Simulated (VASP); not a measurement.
# CoO in VASP: notebook

CoO is run at these levels: PBEsol, PBEsol+D3(BJ), PBEsol+D4; tasks: single point.

Everything below comes from runs of VASP 6.6.1. Logs are shortened: lines on timing, memory, paths and dates and some standing lists are left out, and cuts for length are marked.

## Step 1: The cell of the first run

It takes space group R3m (No. 160, trigonal). Conventional cell: a = 3.267 Å, b = 3.267 Å, c = 7.850 Å, α = 90.00°, β = 90.00°, γ = 120.00°. Within 2.6 Å of Co (site symmetry 3m) lie 4 O at 1.95 to 2.00 Å. Within 2.6 Å of O (site symmetry 3m) lie 4 Co at 1.95 to 2.00 Å.

## Step 2: Single point, PBEsol, collinear spin, ferromagnetic start (volume scaled by 1.06)

INCAR

```
PREC = Accurate
ENCUT = 520
EDIFF = 1E-7
ISMEAR = -1
SIGMA = 0.05
LREAL = False
LASPH = True
NELM = 150
ALGO = Normal
ISIF = 2
LWAVE = False
LCHARG = True
ISPIN = 2
MAGMOM = 2 0
LORBIT = 11
LMAXMIX = 4
GGA = PS
LELF = True
LVHAR = True
NBANDS = 18
```

KPOINTS

```
regular mesh
0
Gamma
  10 10 10
```

POSCAR

```
CoO
1.0
    1.6336438949      0.9431847425      2.6168066281
   -1.6336438949      0.9431847425      2.6168066281
    0.0000000000     -1.8863694850      2.6168066281
Co O
1 1
Direct
    0.9989783200      0.9989783200      0.9989783200
    0.7510210300      0.7510210300      0.7510210300
```

Potentials or basis: VASP PAW PBE potentials, release 64 (Co, O).

On the command line:

```console
> cat potpaw_PBE.64/Co/POTCAR potpaw_PBE.64/O/POTCAR > POTCAR
> mpirun -np 1 vasp_std > vasp.out
```

OUTCAR:

```text
PREC = Accurate
   ENCUT = 520
   EDIFF = 1E-7
   ISMEAR = -1
   LREAL = False
   LASPH = True
   NELM = 150
   ISIF = 2
   ISPIN = 2
   LORBIT = 11
   GGA = PS

 ion  position               nearest neighbor table
   1  0.999  0.999  0.999-   2 1.95   2 2.00   2 2.00   2 2.00
   2  0.751  0.751  0.751-   1 1.95   1 2.00   1 2.00   1 2.00

  LATTYP: Found a trigonal (rhomboedric) cell.
 ALAT       =     3.2258435738
 COS(alpha) =     0.4870699110

  Lattice vectors:

 A1 = (   1.6336438949,   0.9431847425,   2.6168066281)
 A2 = (  -1.6336438949,   0.9431847425,   2.6168066281)
 A3 = (   0.0000000000,  -1.8863694850,   2.6168066281)

Analysis of symmetry for initial positions (statically):
=====================================================================
 Subroutine PRICEL returns:
 Original cell was already a primitive cell.

 Routine SETGRP: Setting up the symmetry group for a
 trigonal (rhombohedral) supercell.

 Subroutine GETGRP returns: Found  6 space group operations
 (whereof  6 operations were pure point group operations)
 out of a pool of 12 trial point group operations.

The static configuration has the point symmetry C_3v.

Analysis of symmetry for dynamics (positions and initial velocities):
=====================================================================
 Subroutine PRICEL returns:
 Original cell was already a primitive cell.

 Routine SETGRP: Setting up the symmetry group for a
 trigonal (rhombohedral) supercell.

 Subroutine GETGRP returns: Found  6 space group operations
 (whereof  6 operations were pure point group operations)
 out of a pool of 12 trial point group operations.

The dynamic configuration has the point symmetry C_3v.

Analysis of structural, dynamic, and magnetic symmetry:
=====================================================================
 Subroutine PRICEL returns:
 Original cell was already a primitive cell.

 Routine SETGRP: Setting up the symmetry group for a
 trigonal (rhombohedral) supercell.

 Subroutine GETGRP returns: Found  6 space group operations
 (whereof  6 operations were pure point group operations)
 out of a pool of 12 trial point group operations.

The overall configuration has the point symmetry C_3v.

 Subroutine INISYM returns: Found  6 space group operations
 (whereof  6 operations are pure point group operations),
 and found     1 'primitive' translations

----------------------------------------------------------------------------------------

                                     Primitive cell

  volume of cell :      24.1923

  direct lattice vectors                    reciprocal lattice vectors
     1.633643895  0.943184742  2.616806628     0.306064254  0.176706279  0.127381722
    -1.633643895  0.943184742  2.616806628    -0.306064254  0.176706279  0.127381722
     0.000000000 -1.886369485  2.616806628     0.000000000 -0.353412559  0.127381722

  length of vectors
     3.225843574  3.225843574  3.225843574     0.375668124  0.375668124  0.375668124

  position of ions in fractional coordinates (direct lattice)
     0.998978320  0.998978320  0.998978320
     0.751021030  0.751021030  0.751021030

  ion indices of the primitive-cell ions
   primitive index   ion index
                 1           1
                 2           2

----------------------------------------------------------------------------------------

 KPOINTS: regular mesh

Automatic generation of k-mesh.
 Grid dimensions read from file:
 generate k-points for:   10   10   10

 Generating k-lattice:

  Cartesian coordinates                     Fractional coordinates (reciprocal lattice)
     0.030606425  0.017670628  0.012738172     0.100000000  0.000000000  0.000000000
    -0.030606425  0.017670628  0.012738172     0.000000000  0.100000000  0.000000000
     0.000000000 -0.035341256  0.012738172     0.000000000  0.000000000  0.100000000

  Length of vectors
     0.037566812  0.037566812  0.037566812

  Shift w.r.t. Gamma in fractional coordinates (k-lattice)
     0.000000000  0.000000000  0.000000000

[... 44 lines left out ...]
   NGX = 11   NGY = 11   NGZ = 11

 number of electron      14.9999997 magnetization       2.9225680

 Free energy of the ion-electron system (eV)
  ---------------------------------------------------
  ext. energy  EPLUGINS =         0.00000000
  ---------------------------------------------------
  free energy    TOTEN  =       -14.13184811 eV

  energy without entropy =      -14.11461427  energy(sigma->0) =      -14.12323119

 E-fermi :   5.2073     XC(G=0): -11.1759

 val. band max:        5.2051195348   @ k =  -0.4000  -0.4000   0.2000
 cond. band min:       5.2145089009   @ k =  -0.3000   0.5000   0.2000
 fundamental gap:      0.0093893662
 Fermi energy:         5.2073477268

 spin component 1

 k-point     1 :       0.0000    0.0000    0.0000
  band No.  band energies     occupation
      1     -14.3434      1.00000
      2      -0.7049      1.00000
      3      -0.6475      1.00000
      4      -0.6475      1.00000
      5       2.8764      1.00000
      6       2.8764      1.00000
[... 10 lines left out ...]
     17      25.1047      0.00000
     18      27.2136      0.00000
[... 463 lines left out ...]
 k-point    24 :       0.4000    0.3000   -0.0000
  band No.  band energies     occupation
      1     -13.7490      1.00000
      2      -1.4969      1.00000
      3      -0.1064      1.00000
      4      -0.0844      1.00000
      5       2.2585      1.00000
      6       3.0730      1.00000
[... 10 lines left out ...]
     17      30.9270      0.00000
     18      32.7795      0.00000

 [... further k-points ...]

 spin component 2

 k-point     1 :       0.0000    0.0000    0.0000
  band No.  band energies     occupation
      1     -13.7496      1.00000
      2       0.5603      1.00000
      3       0.6334      1.00000
      4       0.6334      1.00000
      5       4.8242      0.99953
      6       4.8242      0.99953
[... 10 lines left out ...]
     17      25.5525      0.00000
     18      27.6892      0.00000
[... 463 lines left out ...]
 k-point    24 :       0.4000    0.3000   -0.0000
  band No.  band energies     occupation
      1     -13.1185      1.00000
      2      -0.7525      1.00000
      3       0.8707      1.00000
      4       0.9099      1.00000
      5       4.4052      1.00000
      6       5.0935      0.90700
[... 10 lines left out ...]
     17      31.3852      0.00000
     18      33.2928      0.00000

 [... further k-points ...]

------------------------ aborting loop because EDIFF is reached ----------------------------------------

  FORCE on cell =-STRESS in cart. coord.  units (eV):
  Direction    XX          YY          ZZ          XY          YZ          ZX
  --------------------------------------------------------------------------------------
  -------------------------------------------------------------------------------------
  Total       -2.2953445     -2.2953445     -1.6954033      0.0000000      0.0000000     -0.0000000
  in kB     -152.0132418   -152.0132418   -112.2810778      0.0000000      0.0000000     -0.0000000
  external PRESSURE =    -138.7691871 kB  Pullay stress =       0.0000000 kB

 VOLUME and BASIS-vectors are now :
 -----------------------------------------------------------------------------
  energy-cutoff  :      520.00
  volume of cell :       24.19
      direct lattice vectors                 reciprocal lattice vectors
     1.633643895  0.943184742  2.616806628     0.306064254  0.176706279  0.127381722
    -1.633643895  0.943184742  2.616806628    -0.306064254  0.176706279  0.127381722
     0.000000000 -1.886369485  2.616806628     0.000000000 -0.353412559  0.127381722

 POSITION                                       TOTAL-FORCE (eV/Angst)
 -----------------------------------------------------------------------------------
      0.00000      0.00000      7.84240         0.000000     -0.000000      0.167247
      0.00000      0.00000      5.89583         0.000000      0.000000     -0.167247
 -----------------------------------------------------------------------------------
    total drift:                               -0.000000      0.000000     -0.000094

  FREE ENERGIE OF THE ION-ELECTRON SYSTEM (eV)
  ---------------------------------------------------
  free  energy   TOTEN  =       -14.1318481078 eV

  energy  without entropy=      -14.1146142655  energy(sigma->0) =      -14.12323119

 total charge

# of ion       s       p       d       tot
------------------------------------------
    1        0.330   0.409   7.156   7.896
    2        1.546   3.394   0.000   4.940
--------------------------------------------------
tot          1.876   3.804   7.156  12.836

 magnetization (x)

# of ion       s       p       d       tot
------------------------------------------
    1        0.019   0.046   2.435   2.500
    2        0.021   0.312   0.000   0.333
--------------------------------------------------
tot          0.040   0.359   2.435   2.833
```

Wall time 69 s (1 thread of Intel Xeon 6975P-C, shared host); peak memory 0.21 GiB.

Results:

| Property | Result |
| --- | --- |
| Free energy | -14.1318 eV |
| Pressure | -13.9 GPa |
| Largest force | 0.167 eV/Å |
| Net moment | 2.92 μB per cell |
| Site moments | Co +2.50; O +0.33 μB |
| Valence electrons inside the program's atomic spheres | Co 7.90; O 4.94 |

Forces on the atoms (eV/Å):
```
Co   0.000  0.000  0.167
O    0.000  0.000 -0.167
```

Caveat: the cell differs from its parent crystal (volume scaled by 1.06); the PAW data sets were made with another functional, which shifts forces and pressure a little; a cell with one magnetic atom can't hold antiferromagnetic order, which such compounds often take; semilocal functionals often make such compounds metallic where correlation or magnetic order opens a gap, which also shifts bond lengths.

## Step 3: Single point, PBEsol, collinear spin, ferromagnetic start (atoms moved at random)

INCAR

```
SYSTEM = CoO
ALGO = Normal
EDIFF = 1E-6
ENCUT = 520
GGA = PS
ISIF = 2
ISMEAR = -1
ISPIN = 2
LASPH = .True.
LCHARG = .False.
LMAXMIX = 4
LORBIT = 11
LREAL = .False.
LWAVE = .False.
MAGMOM = 2 0
NBANDS = 18
NELM = 150
PREC = Accurate
SIGMA = 0.05
```

KPOINTS

```
k-points
0
Gamma
  10 10 10
  0 0 0
```

POSCAR

```
CoO
1.0
    1.6022198417      0.9250420569      2.5664708903
   -1.6022198417      0.9250420569      2.5664708903
    0.0000000000     -1.8500841138      2.5664708903
Co O
1 1
Direct
    1.0127190000      1.0022420000      0.9822360000
    0.7468560000      0.7664350000      0.7403880000
```

Potentials or basis: VASP PAW PBE potentials, release 64 (Co, O).

On the command line:

```console
> cat potpaw_PBE.64/Co/POTCAR potpaw_PBE.64/O/POTCAR > POTCAR
> mpirun -np 1 vasp_std > vasp.out
```

Wall time 4.3 min (1 thread of Intel Xeon 6975P-C, shared host); peak memory 0.41 GiB.

It converged, with:

- Free energy: -14.2212 eV
- Pressure: -8.1 GPa
- Largest force: 0.265 eV/Å
- Net moment: 2.76 μB per cell
- Site moments: Co +2.37; O +0.30 μB
- Valence electrons inside the program's atomic spheres: Co 8.01; O 4.96

Forces on the atoms (eV/Å):
```
Co  -0.160 -0.072  0.198
O    0.160  0.072 -0.198
```

Stress tensor (GPa, compression positive):
```
 -9.02   1.51   1.21
  1.51 -10.28   0.50
  1.21   0.50  -5.01
```

Levels at points of the mesh, in eV from the Fermi level:
Spin up:
```tsv
k point	band 6	band 7	band 8	band 9	band 10	band 11	band 12	band 13
(0.00, 0.00, 0.00)	-2.29	0.00	0.19	0.42	0.46	13.89	13.91	14.48
(0.50, 0.00, 0.00)	-2.26	-2.24	-0.66	-0.63	5.63	6.98	13.43	13.92
(0.00, 0.50, 0.00)	-2.23	-2.17	-0.43	-0.35	5.62	6.80	13.39	13.78
(0.00, 0.00, 0.50)	-2.24	-2.18	-0.48	-0.39	5.62	6.84	13.37	13.84
(0.50, 0.50, 0.00)	-1.99	-1.78	-1.70	-1.59	5.13	9.85	10.93	14.10
(0.50, 0.00, 0.50)	-2.00	-1.76	-1.72	-1.59	5.13	9.85	10.93	14.10
(0.00, 0.50, 0.50)	-1.99	-1.92	-1.59	-1.54	5.14	9.86	10.96	14.00
(0.50, 0.50, 0.50)	-2.26	-2.23	-0.69	-0.59	5.59	7.19	13.15	13.55
```
Spin down:
| k point | band 3 | band 4 | band 5 | band 6 | band 7 | band 8 | band 9 | band 10 |
| --- | --- | --- | --- | --- | --- | --- | --- | --- |
| (0.00, 0.00, 0.00) | -5.01 | -4.86 | -0.45 | -0.45 | 0.55 | 2.42 | 2.56 | 2.63 |
| (0.50, 0.00, 0.00) | -4.68 | -4.64 | -0.27 | -0.20 | -0.03 | 1.50 | 1.51 | 6.07 |
| (0.00, 0.50, 0.00) | -4.92 | -4.85 | -0.29 | -0.19 | 0.25 | 1.73 | 1.81 | 6.09 |
| (0.00, 0.00, 0.50) | -4.89 | -4.80 | -0.30 | -0.18 | 0.20 | 1.67 | 1.76 | 6.09 |
| (0.50, 0.50, 0.00) | -4.53 | -4.48 | -0.94 | -0.07 | 0.08 | 0.80 | 0.83 | 6.07 |
| (0.50, 0.00, 0.50) | -4.57 | -4.44 | -0.94 | -0.07 | 0.09 | 0.81 | 0.82 | 6.07 |
| (0.00, 0.50, 0.50) | -4.66 | -4.37 | -0.96 | -0.07 | 0.11 | 0.74 | 0.91 | 6.08 |
| (0.50, 0.50, 0.50) | -4.76 | -4.70 | -0.29 | -0.15 | -0.01 | 1.47 | 1.57 | 6.03 |

Caveat: the cell differs from its parent crystal (atoms moved at random); the PAW data sets were made with another functional, which shifts forces and pressure a little; a cell with one magnetic atom can't hold antiferromagnetic order, which such compounds often take; semilocal functionals often make such compounds metallic where correlation or magnetic order opens a gap, which also shifts bond lengths.

## Step 4: Single point, PBEsol+D3(BJ), collinear spin, ferromagnetic start

This run uses another cell than the first one, of 10.18 Å³/atom, 0.842 times its volume.

INCAR

```
SYSTEM = CoO
  ALGO = Normal
  EDIFF = 1E-6
  ENCUT = 520
  GGA = PS
  ISIF = 2
  ISMEAR = -1
  ISPIN = 2
  IVDW = 12
  LASPH = .TRUE.
  LCHARG = .FALSE.
  LMAXMIX = 4
  LORBIT = 11
  LREAL = .FALSE.
  LWAVE = .FALSE.
  MAGMOM = 2 0
  NBANDS = 18
  NELM = 150
  PREC = Accurate
  SIGMA = 0.05
```

KPOINTS

```
k-points
0
G
  7 7 7
  0 0 0
```

POSCAR

```
CoO
1.0
    1.5324979418      0.8847880992      2.5024934480
   -1.5324979418      0.8847880992      2.5024934480
    0.0000000000     -1.7695761985      2.5024934480
Co O
1 1
Direct
    1.0000020323      1.0000020323      1.0000020323
    0.7499973177      0.7499973177      0.7499973177
```

On the command line:

```console
> cat potpaw_PBE.64/Co/POTCAR potpaw_PBE.64/O/POTCAR > POTCAR
> mpirun -np 1 vasp_std > vasp.out
```

Run time: 33 s. Hardware: 1 thread of AMD EPYC 7R13 (Zen 3), shared host; peak memory 0.14 GiB.

It converged, with:

```yaml
Free_energy: -14.6938 eV
Pressure: -0.3 GPa
Net_moment: 1.93 μB per cell
Site_moments: Co +1.70; O +0.18 μB
Valence_electrons_inside_the_program's_atomic_spheres: Co 8.28; O 5.00
Dispersion_energy_per_atom: -0.205 eV
```

Levels at points of the mesh, in eV from the Fermi level:
Spin up:
| k point | band 7 | band 8 | band 9 | band 10 | band 11 | band 12 |
| --- | --- | --- | --- | --- | --- | --- |
| (0.00, 0.00, 0.00) | 0.37 | 0.87 | 0.87 | 0.87 | 15.06 | 15.06 |
Spin down:
```
           k point  band 3  band 4  band 5  band 6  band 7  band 8  band 9  band 10
(0.00, 0.00, 0.00)   -6.03   -6.03   -0.78   -0.78    0.66    2.53    2.53     2.53
```

Caveat: the PAW data sets were made with another functional, which shifts forces and pressure a little; a cell with one magnetic atom can't hold antiferromagnetic order, which such compounds often take; semilocal functionals often make such compounds metallic where correlation or magnetic order opens a gap, which also shifts bond lengths; pairwise dispersion overbinds metals, which lowers pressure and volume. With open d or f shells a metallic result of PBEsol can be an artefact of self-interaction; +U or a hybrid may open a gap.

## Step 5: Single point, PBEsol+D4, collinear spin, ferromagnetic start

This run uses another cell than the first one, of 10.26 Å³/atom, 0.848 times its volume.

INCAR

```
SYSTEM = CoO
  PREC = Accurate
  ENCUT = 520
  EDIFF = 1E-6
  ISMEAR = -1
  SIGMA = 0.05
  LREAL = .False.
  LASPH = .True.
  NELM = 150
  ALGO = Normal
  ISIF = 2
  LWAVE = .False.
  LCHARG = .False.
  ISPIN = 2
  MAGMOM = 2 0
  LORBIT = 11
  LMAXMIX = 4
  GGA = PS
  IVDW = 13
  NBANDS = 18
```

KPOINTS

```
regular mesh
0
Gamma
  7 7 7
  0 0 0
```

POSCAR

```
CoO
1.0
    1.5364226971      0.8870540577      2.5085935584
   -1.5364226971      0.8870540577      2.5085935584
    0.0000000000     -1.7741081155      2.5085935584
Co O
1 1
Direct
    1.0000106579      1.0000106579      1.0000106579
    0.7499886921      0.7499886921      0.7499886921
```

On the command line:

```console
> cat potpaw_PBE.64/Co/POTCAR potpaw_PBE.64/O/POTCAR > POTCAR
> mpirun -np 1 vasp_std > vasp.out
```

Run time: 37 s. Hardware: 1 thread of AMD EPYC 7R13 (Zen 3), shared host; peak memory 0.13 GiB.

It converged, with:

```
Free energy                                           : -14.5865 eV
Pressure                                              : -0.3 GPa
Net moment                                            : 1.97 μB per cell
Site moments                                          : Co +1.74; O +0.19 μB
Valence electrons inside the program's atomic spheres : Co 8.26; O 4.99
Dispersion energy per atom                            : -0.151 eV
```

Levels at points of the mesh, in eV from the Fermi level:
Spin up:
| k point | band 5 | band 6 | band 7 | band 8 | band 9 | band 10 | band 11 | band 12 | band 13 | band 14 |
| --- | --- | --- | --- | --- | --- | --- | --- | --- | --- | --- |
| (0.00, 0.00, 0.00) | -2.00 | -2.00 | 0.36 | 0.84 | 0.84 | 0.84 | 15.00 | 15.00 | 15.01 | 21.12 |
Spin down:
```
           k point  band 3  band 4  band 5  band 6  band 7  band 8  band 9  band 10
(0.00, 0.00, 0.00)   -5.96   -5.96   -0.75   -0.75    0.66    2.54    2.54     2.54
```

Caveat: the PAW data sets were made with another functional, which shifts forces and pressure a little; a cell with one magnetic atom can't hold antiferromagnetic order, which such compounds often take; semilocal functionals often make such compounds metallic where correlation or magnetic order opens a gap, which also shifts bond lengths; pairwise dispersion overbinds metals, which lowers pressure and volume.

## Step 6: Overview

```tsv
level	cell	k mesh	gap on the mesh (eV)	pressure (GPa)	moment (μB)	largest force (eV/Å)
PBEsol	a = 3.226 Å, angles 60.9°, 2 atoms	10 × 10 × 10	none	-13.9	2.92	0.17
PBEsol	a = 3.164 Å, angles 60.9°, 2 atoms	10 × 10 × 10	none	-8.1	2.76	0.26
PBEsol+D3(BJ)	a = 3.065 Å, angles 60.0°, 2 atoms	7 × 7 × 7	none	-0.3	1.93	-
PBEsol+D4	a = 3.073 Å, angles 60.0°, 2 atoms	7 × 7 × 7	none	-0.3	1.97	-
```

Alike in all rows: task single point; potentials or basis VASP PAW PBE potentials, release 64 (Co, O); spin collinear, ferromagnetic start; cutoff (eV) 520; smearing fermi-dirac 0.05 eV.

Caveats: the PAW data sets were made with another functional, which shifts forces and pressure a little; a cell with one magnetic atom can't hold antiferromagnetic order, which such compounds often take; semilocal functionals often make such compounds metallic where correlation or magnetic order opens a gap, which also shifts bond lengths; pairwise dispersion overbinds metals, which lowers pressure and volume (some runs).

Absolute energies hang on the potentials; compare differences alone.
